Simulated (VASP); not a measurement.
Input of a VASP 6.6.1 run:

File INCAR:

```
  ALGO = Normal
  EDIFF = 1E-7
  ENCUT = 520
  GGA = PS
  ISIF = 2
  ISMEAR = -1
  LASPH = T
  LCHARG = T
  LELF = T
  LREAL = Auto
  LVHAR = T
  LWAVE = F
  NBANDS = 72
  NELM = 100
  PREC = Accurate
  SIGMA = 0.02
```

Contents of KPOINTS:

```
k-points
0
Gamma
  1 1 1
```

The input POSCAR:

```
H22CO12
1.0
    9.0078370000      0.0000000000      0.0000000000
    0.0000000000      9.0078370000      0.0000000000
    0.0000000000      0.0000000000      9.0078370000
O H C
12 22 1
Direct
    0.9781704531      0.4497750126      0.1599607098
    0.3259828081      0.4358538015      0.2730955278
    0.4028159035     -0.0346809117      0.1876588131
    0.4140061593      0.0931522185      0.8697870532
    0.5623991642      0.7271001906      1.2109788399
    0.6693837821      0.6295962061      0.4768514350
    0.6407864618      0.5125647811      0.8146239769
    0.7011006083     -0.0013876805      0.6576939614
    0.1096156602      0.2264583606      0.8842300321
   -0.2146908298      0.2644697057      0.9183336688
    1.0090657724      0.8908797972      0.1979942577
    1.0125960317      0.9160023655      0.4556143722
    1.0028711665      0.4319238903      0.0490128762
    0.8636812589      0.4302475722      0.1646899250
    0.2106165997      0.4565801979      0.2773362795
    0.3156251606      0.4164706799      0.1721500955
    0.3367401075      0.0385442143      0.2379039496
    0.4128405077      0.0019871585      0.0839047154
    0.3052564117      0.1046089089      0.8468625709
    0.4825686788      0.0237459892      0.8218843214
    0.4916385587      0.6523985725      1.2256438477
    0.4957571945      0.8142687307      1.2071932474
    0.6363458841      0.6712266219      0.3748513655
    0.6738909685      0.7342606222      0.5202358790
    0.5791845479      0.5567929349      0.7361145634
    0.6411972153      0.5763647810      0.9022365747
    0.6530535577      0.0968823037      0.6519989205
    0.7950854350      0.0425740386      0.6911648157
    0.0132884287      0.2054100224      0.9257494335
    0.0818065425      0.2578643463      0.7881359310
   -0.2805556983      0.3456767701      0.8825759169
   -0.2702091523      0.1717171392      0.9244394631
    1.1105884798      0.9179229153      0.1883360012
    0.8575088559      0.8017574030      0.3390048022
    0.9564671297      0.8725513128      0.3336206017
```

Potentials or basis: VASP PAW PBE potentials, release 64 (O, H, C).

Run with:

```sh
$ cat potpaw_PBE.64/O/POTCAR potpaw_PBE.64/H/POTCAR potpaw_PBE.64/C/POTCAR > POTCAR
$ mpirun -np 1 vasp_gam > vasp.out
```

(1) What does it give for the largest force?

(2) What does it give for the pressure?

(3) Estimate the band gap on the k mesh.

Answers

(1) 4.387 eV/Å.

(2) -1.2 GPa.

(3) 3.92 eV.

Caveat: the k points lie up to 0.70 Å⁻¹ apart; the atoms stand as in a frame of molecular dynamics; the PAW data sets were made with another functional, which shifts forces and pressure a little.
